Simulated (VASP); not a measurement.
# C (Im-3m) in VASP: further runs

Runs on C. Level: PBEsol. Tasks: single point, relaxation of cell and atoms.

All numbers are computed with VASP 6.6.1; they aren't measurements. Logs are shortened: lines on timing, memory, paths and dates and some standing lists are left out, and cuts for length are marked.

## Step 1: The cell of the first run

Symmetry: Im-3m, No. 229, cubic system. Conventional cell: a = 2.322 Å, b = 2.322 Å, c = 2.322 Å, α = 90.00°, β = 90.00°, γ = 90.00°. Within 2.7 Å of C (site symmetry m-3m) lie 14 C at 2.01 to 2.32 Å.

## Step 2: Single point, PBEsol

INCAR

```
SYSTEM = C
  PREC = Accurate
  ENCUT = 520
  EDIFF = 1E-6
  ISMEAR = 0
  SIGMA = 0.1
  LREAL = .FALSE.
  LASPH = .TRUE.
  NELM = 60
  ALGO = Normal
  ISIF = 2
  LWAVE = .FALSE.
  LCHARG = .FALSE.
  GGA = PS
  NBANDS = 8
```

KPOINTS

```
Automatic mesh
0
G
  8 8 8
  0 0 0
```

POSCAR

```
C
1.0
   -1.1608953267      1.1608953267      1.1608953267
    1.1608953267     -1.1608953267      1.1608953267
    1.1608953267      1.1608953267     -1.1608953267
C
1
Direct
    0.0000000000      0.0000000000      0.0000000000
```

Potentials or basis: VASP PAW PBE potentials, release 64 (C).

On the command line:

```bash
$ cat potpaw_PBE.64/C/POTCAR > POTCAR
$ mpirun -np 1 vasp_std > vasp.out
```

OUTCAR:

```text
SYSTEM = C
   PREC = Accurate
   ENCUT = 520
   EDIFF = 1E-6
   ISMEAR = 0
   LREAL = .FALSE.
   LASPH = .TRUE.
   NELM = 60
   ISIF = 2
   GGA = PS

 ion  position               nearest neighbor table
   1  0.000  0.000  0.000-

  LATTYP: Found a body centered cubic cell.
 ALAT       =     2.3217906534

  Lattice vectors:

 A1 = (  -1.1608953267,   1.1608953267,   1.1608953267)
 A2 = (   1.1608953267,  -1.1608953267,   1.1608953267)
 A3 = (   1.1608953267,   1.1608953267,  -1.1608953267)

Analysis of symmetry for initial positions (statically):
=====================================================================
 Subroutine PRICEL returns:
 Original cell was already a primitive cell.

 Routine SETGRP: Setting up the symmetry group for a
 body centered cubic supercell.

 Subroutine GETGRP returns: Found 48 space group operations
 (whereof 48 operations were pure point group operations)
 out of a pool of 48 trial point group operations.

The static configuration has the point symmetry O_h .

Analysis of symmetry for dynamics (positions and initial velocities):
=====================================================================
 Subroutine PRICEL returns:
 Original cell was already a primitive cell.

 Routine SETGRP: Setting up the symmetry group for a
 body centered cubic supercell.

 Subroutine GETGRP returns: Found 48 space group operations
 (whereof 48 operations were pure point group operations)
 out of a pool of 48 trial point group operations.

The dynamic configuration has the point symmetry O_h .

 Subroutine INISYM returns: Found 48 space group operations
 (whereof 48 operations are pure point group operations),
 and found     1 'primitive' translations

----------------------------------------------------------------------------------------

                                     Primitive cell

  volume of cell :       6.2581

  direct lattice vectors                    reciprocal lattice vectors
    -1.160895327  1.160895327  1.160895327     0.000000000  0.430702053  0.430702053
     1.160895327 -1.160895327  1.160895327     0.430702053  0.000000000  0.430702053
     1.160895327  1.160895327 -1.160895327     0.430702053  0.430702053  0.000000000
[... 79 lines left out ...]
   LASPH  =      T    aspherical Exc in radial PAW
   ENCUT  =  520.0 eV  38.22 Ry    6.18 a.u.   3.74  3.74  3.74*2*pi/ulx,y,z
   NELM   =     60;   NELMIN=  2; NELMDL= -5     # of ELM steps
   EDIFF  = 0.1E-05   stopping-criterion for ELM
   LREAL  =      F    real-space projection
   EDIFFG = 0.1E-04   stopping-criterion for IOM
   NSW    =      0    number of steps for IOM
   IBRION =     -1    ionic relax: 0-MD 1-quasi-New 2-CG
   NFREE  =      0    steps in history (QN), initial steepest desc. (CG)
   ISIF   =      2    stress and relaxation
   ISYM   =      2    0-nonsym 1-usesym 2-fastsym
   POTIM  = 0.5000    time-step for ionic-motion
   TEBEG  =    0.0;   TEEND  =   0.0 temperature during run
   PSTRESS=    0.0 pullay stress
   NELECT =       4.0000    total number of electrons
   NUPDOWN=      -1.0000    fix difference up-down
   EMIN   =  10.00;   EMAX   =-10.00  energy-range for DOS
   EFERMI =   0.00;   METHOD = LEGACY
   ISMEAR =     0;   SIGMA  =   0.10  broadening in eV -4-tet -1-fermi 0-gaus
   EFERMI_NEDOS =   21; number of points for ismear=-14 and -15
   IALGO  =     38    algorithm
   IMIX   =      4    mixing-type and parameters
     AMIX     =   0.40;   BMIX     =  1.00
     AMIX_MAG =   1.60;   BMIX_MAG =  1.00
  volume/ion in A,a.u.               =       6.26        42.23
  Fermi-wavevector in a.u.,A,eV,Ry     =   1.410203  2.664898 27.057549  1.988674
  Thomas-Fermi vector in A             =   2.532181
   LORBIT       =      0    0 simple, 1 ext, 2 COOP (PROOUT), +10 PAW based schemes
   GGA     = PS    functional components
   LHFCALC =     F    Hartree Fock is set to
   AEXX    =    0.0000 exact exchange contribution
   IVDW    =     0    specifies the selected vdW correction
   LEPSILON=     F    determine dielectric tensor
   LRPA    =     F    only Hartree local field effects (RPA)
 non-spin polarized calculation
 Gauss-broadening in eV      SIGMA  =   0.10
  energy-cutoff  :      520.00
  volume of cell :        6.26
 maximum number of plane-waves:       178
   NGX =  7   NGY =  7   NGZ =  7

 number of electron       4.0000000 magnetization

 Free energy of the ion-electron system (eV)
  ---------------------------------------------------
  ext. energy  EPLUGINS =         0.00000000
  ---------------------------------------------------
  free energy    TOTEN  =        -5.43288487 eV

  energy without entropy =       -5.42885168  energy(sigma->0) =       -5.43086827

 E-fermi :   9.5445     XC(G=0): -13.5382

 val. band max:        9.4882058971   @ k =  -0.3750   0.5000   0.1250
 cond. band min:       9.7283152390   @ k =   0.2500   0.1250   0.0000
 fundamental gap:      0.2401093419
 Fermi energy:         9.5444955159

 k-point     1 :       0.0000    0.0000    0.0000
  band No.  band energies     occupation
      1     -11.1312      2.00000
      2      19.1580      0.00000
      3      19.1580      0.00000
      4      19.1580      0.00000
      5      43.6781      0.00000
      6      43.6781      0.00000
      7      43.6781      0.00000
      8      47.2786      0.00000
[... 243 lines left out ...]
 k-point    24 :      -0.3750    0.3750    0.2500
  band No.  band energies     occupation
      1      -1.8482      2.00000
      2       8.2496      2.00000
      3      10.8781      0.00000
      4      14.8280      0.00000
      5      26.7291      0.00000
      6      35.4335      0.00000
      7      42.9990      0.00000
      8      45.1855      0.00000

 [... further k-points ...]

------------------------ aborting loop because EDIFF is reached ----------------------------------------

  FORCE on cell =-STRESS in cart. coord.  units (eV):
  Direction    XX          YY          ZZ          XY          YZ          ZX
  --------------------------------------------------------------------------------------
  -------------------------------------------------------------------------------------
  Total        0.0173617      0.0173617      0.0173617      0.0000000      0.0000000      0.0000000
  in kB        4.4449173      4.4449173      4.4449173      0.0000000      0.0000000      0.0000000
  external PRESSURE =       4.4449173 kB  Pullay stress =       0.0000000 kB

 VOLUME and BASIS-vectors are now :
 -----------------------------------------------------------------------------
  energy-cutoff  :      520.00
  volume of cell :        6.26
      direct lattice vectors                 reciprocal lattice vectors
    -1.160895327  1.160895327  1.160895327     0.000000000  0.430702053  0.430702053
     1.160895327 -1.160895327  1.160895327     0.430702053  0.000000000  0.430702053
     1.160895327  1.160895327 -1.160895327     0.430702053  0.430702053  0.000000000

 POSITION                                       TOTAL-FORCE (eV/Angst)
 -----------------------------------------------------------------------------------
      0.00000      0.00000      0.00000         0.000000     -0.000000      0.000000
 -----------------------------------------------------------------------------------
    total drift:                                0.000000      0.000000     -0.000000

  FREE ENERGIE OF THE ION-ELECTRON SYSTEM (eV)
  ---------------------------------------------------
  free  energy   TOTEN  =        -5.4328848654 eV

  energy  without entropy=       -5.4288516801  energy(sigma->0) =       -5.43086827
```

Wall time 0.9 s (1 thread of Intel Xeon 6975P-C (Granite Rapids), shared host); peak memory 0.1 GiB.

Results:

* Free energy: -5.4329 eV
* Pressure: 0.4 GPa
* Band gap on the k mesh: zero (band 2 reaches 19.16 eV, above the bottom of band 3 at 4.23 eV)

Levels at points of the mesh, in eV from the Fermi level:
```
           k point  band 1  band 2  band 3  band 4  band 5  band 6
(0.00, 0.00, 0.00)  -20.68    9.61    9.61    9.61   34.13   34.13
(0.50, 0.00, 0.00)   -9.69   -8.83    4.59    8.04   22.40   23.15
(0.50, 0.50, 0.50)   -1.85   -1.85   -1.85    1.36   11.72   11.72
```

Caveat: the k points lie up to 0.48 Å⁻¹ apart; the PAW data sets were made with another functional, which shifts forces and pressure a little.

## Step 3: Single point, PBEsol

This run uses another cell than the first one, of 12.00 Å³/atom, 1.918 times its volume.

INCAR

```
PREC = Accurate
ENCUT = 520
EDIFF = 1E-7
ISMEAR = 0
SIGMA = 0.1
LREAL = False
LASPH = True
NELM = 100
ALGO = Normal
ISIF = 2
LWAVE = False
LCHARG = False
GGA = PS
NBANDS = 8
```

KPOINTS

```
regular mesh
0
Gamma
  8 8 8
```

POSCAR

```
C
1.0
   -1.4422620478      1.4422620478      1.4422620478
    1.4422620478     -1.4422620478      1.4422620478
    1.4422620478      1.4422620478     -1.4422620478
C
1
Direct
    0.0000000000      0.0000000000      0.0000000000
```

Potentials or basis: VASP PAW PBE potentials, release 64 (C).

On the command line:

```bash
$ cat potpaw_PBE.64/C/POTCAR > POTCAR
$ mpirun -np 1 vasp_std > vasp.out
```

It took 1.7 s on 1 thread of Intel Xeon 6975P-C (Granite Rapids), shared host; peak memory 0.11 GiB.

Results (log left out):

* Free energy: -4.4045 eV
* Pressure: -34.5 GPa
* Band gap on the k mesh: zero (band 2 reaches 6.99 eV, above the bottom of band 3 at 0.00 eV)

Levels at points of the mesh, in eV from the Fermi level:
```tsv
k point	band 1	band 2	band 3	band 4	band 5	band 6
(0.00, 0.00, 0.00)	-13.29	5.06	5.06	5.06	19.27	25.47
(0.50, 0.00, 0.00)	-7.72	-4.37	2.73	4.51	15.35	18.57
(0.50, 0.50, 0.50)	-4.04	-0.37	-0.37	-0.37	11.32	11.32
```

Caveat: the k points lie up to 0.39 Å⁻¹ apart; the PAW data sets were made with another functional, which shifts forces and pressure a little.

## Step 4: Relaxation of cell and atoms, PBEsol

This run uses another cell than the first one, of 12.00 Å³/atom, 1.918 times its volume.

INCAR

```
SYSTEM = C
PREC = Accurate ; ENCUT = 600
EDIFF = 1E-7 ; ISMEAR = 0
SIGMA = 0.1 ; LREAL = .FALSE.
LASPH = .TRUE. ; NELM = 80
ALGO = Normal ; ISIF = 3
LWAVE = .FALSE. ; LCHARG = .FALSE.
GGA = PS ; IBRION = 2
NSW = 90 ; EDIFFG = -0.04
```

KPOINTS

```
Automatic mesh
0
G
  8 8 8
  0 0 0
```

POSCAR is that of step 3.

Potentials or basis: VASP PAW PBE potentials, release 64 (C).

On the command line:

```bash
$ cat potpaw_PBE.64/C/POTCAR > POTCAR
$ mpirun -np 1 vasp_std > vasp.out
```

OUTCAR:

```text
SYSTEM = C
   PREC = Accurate
   ENCUT = 600
   EDIFF = 1E-7
   ISMEAR = 0
   LREAL = .FALSE.
   LASPH = .TRUE.
   NELM = 80
   ISIF = 3
   GGA = PS
   IBRION = 2
   NSW = 90
   EDIFFG = -0.04

 ion  position               nearest neighbor table
   1  0.000  0.000  0.000-

  LATTYP: Found a body centered cubic cell.
 ALAT       =     2.8845240956

  Lattice vectors:

 A1 = (  -1.4422620478,   1.4422620478,   1.4422620478)
 A2 = (   1.4422620478,  -1.4422620478,   1.4422620478)
 A3 = (   1.4422620478,   1.4422620478,  -1.4422620478)

Analysis of symmetry for initial positions (statically):
=====================================================================
 Subroutine PRICEL returns:
 Original cell was already a primitive cell.

 Routine SETGRP: Setting up the symmetry group for a
 body centered cubic supercell.

 Subroutine GETGRP returns: Found 48 space group operations
 (whereof 48 operations were pure point group operations)
 out of a pool of 48 trial point group operations.

The static configuration has the point symmetry O_h .

Analysis of symmetry for dynamics (positions and initial velocities):
=====================================================================
 Subroutine PRICEL returns:
 Original cell was already a primitive cell.

 Routine SETGRP: Setting up the symmetry group for a
 body centered cubic supercell.
[... 135 lines left out ...]
 non-spin polarized calculation
 Gauss-broadening in eV      SIGMA  =   0.10
  energy-cutoff  :      600.00
  volume of cell :       12.00
 maximum number of plane-waves:       420
   NGX =  9   NGY =  9   NGZ =  9

--------------------------------------- Ionic step        1  -------------------------------------------

 number of electron       4.0000000 magnetization

 Free energy of the ion-electron system (eV)
  ---------------------------------------------------
  ext. energy  EPLUGINS =         0.00000000
  ---------------------------------------------------
  free energy    TOTEN  =        -4.40441975 eV

  energy without entropy =       -4.40299551  energy(sigma->0) =       -4.40370763

 E-fermi :   1.9304     XC(G=0): -10.5661

 val. band max:        1.9117123890   @ k =   0.5000   0.5000   0.3750
 cond. band min:       2.2621943157   @ k =  -0.3750   0.3750   0.3750
 fundamental gap:      0.3504819267
 Fermi energy:         1.9303695772

 k-point     1 :       0.0000    0.0000    0.0000
  band No.  band energies     occupation
      1     -11.3566      2.00000
      2       6.9877      0.00000
      3       6.9877      0.00000
      4       6.9877      0.00000
      5      21.1953      0.00000
      6      27.4003      0.00000
[... 276 lines left out ...]
--------------------------------------- Ionic step        3  -------------------------------------------

 number of electron       4.0000000 magnetization

 Free energy of the ion-electron system (eV)
  ---------------------------------------------------
  ext. energy  EPLUGINS =         0.00000000
  ---------------------------------------------------
  free energy    TOTEN  =        -5.43973256 eV

  energy without entropy =       -5.43572032  energy(sigma->0) =       -5.43772644

 E-fermi :   9.5619     XC(G=0): -13.5452

 val. band max:        9.5055381955   @ k =  -0.3750   0.5000   0.1250
 cond. band min:       9.7482801179   @ k =   0.2500   0.1250   0.0000
 fundamental gap:      0.2427419224
 Fermi energy:         9.5619404697

 k-point     1 :       0.0000    0.0000    0.0000
  band No.  band energies     occupation
      1     -11.1321      2.00000
      2      19.1878      0.00000
      3      19.1878      0.00000
      4      19.1878      0.00000
      5      43.7170      0.00000
      6      43.7170      0.00000
[... 235 lines left out ...]
  FREE ENERGIE OF THE ION-ELECTRON SYSTEM (eV)
  ---------------------------------------------------
  free  energy   TOTEN  =        -5.4397325579 eV

  energy  without entropy=       -5.4357203158  energy(sigma->0) =       -5.43772644

 reached required accuracy - stopping structural energy minimisation
```

CONTCAR:

```text
C
   1.00000000000000
    -1.1603437504630729    1.1603437504630729    1.1603437504630727
     1.1603437504630729   -1.1603437504630729    1.1603437504630727
     1.1603437504630729    1.1603437504630729   -1.1603437504630727
  C
     1
Direct
     0.0000000000000000    0.0000000000000000    0.0000000000000000

  0.00000000E+00  0.00000000E+00  0.00000000E+00
```

Run time: 2.8 s. Hardware: 1 thread of Intel Xeon 6975P-C (Granite Rapids), shared host; peak memory 0.11 GiB.

What came out:

```
Free energy                            : -5.4397 eV
Relaxed volume                         : 6.25 Å³/atom
Relaxed cell                           : a = 2.010 Å, b = 2.010 Å, c = 2.010 Å, α = 109.47°, β = 109.47°, γ = 109.47°
Space group after relaxing (to 0.05 Å) : Im-3m (No. 229)
Energy gained by relaxing              : 1035.3 meV/atom
Ionic steps                            : 3
Pressure after relaxing                : 0.7 GPa
Band gap on the k mesh                 : zero (band 2 reaches 19.19 eV, above the bottom of band 3 at 4.24 eV)
```

Step by step:
| step | energy change (eV) | largest force (eV/Å) | pressure (GPa) | volume (Å³) |
| --- | --- | --- | --- | --- |
| 1 | 0.0000 | 0.0000 | -34.51 | 12.00 |
| 2 | -0.8256 | 0.0000 | -29.84 | 8.05 |
| 3 | -1.0353 | 0.0000 | 0.70 | 6.25 |

Final structure:
```yaml
crystal:
  lattice:
    - [-1.16034, 1.16034, 1.16034]
    - [1.16034, -1.16034, 1.16034]
    - [1.16034, 1.16034, -1.16034]
  atoms:
    - { symbol: C, position: [0.00000, 0.00000, 0.00000] }
```

Caveat: the k points lie up to 0.48 Å⁻¹ apart in the final cell; the volume moved by over 15 % at a fixed basis, so the end points are rough; the PAW data sets were made with another functional, which shifts forces and pressure a little.

## Step 5: Summary

| task | cell | cutoff (eV) | gap on the mesh (eV) | pressure (GPa) |
| --- | --- | --- | --- | --- |
| single point | a = 2.011 Å, angles 109.5°, 1 atom | 520 | none | 0.4 |
| single point | a = 2.498 Å, angles 109.5°, 1 atom | 520 | none | -34.5 |
| relaxation of cell and atoms | relaxed from a = 2.498 Å, angles 109.5°, 1 atom | 600 | none | 0.7 |

Alike in all rows: level PBEsol; potentials or basis VASP PAW PBE potentials, release 64 (C); no spin polarisation; k mesh 8 × 8 × 8; smearing gaussian 0.1 eV.

Caveats: all runs use coarse meshes; the PAW data sets were made with another functional, which shifts forces and pressure a little; the volume moved by over 15 % at a fixed basis, so the end points are rough (some runs).

Absolute energies hang on the potentials; compare differences alone.
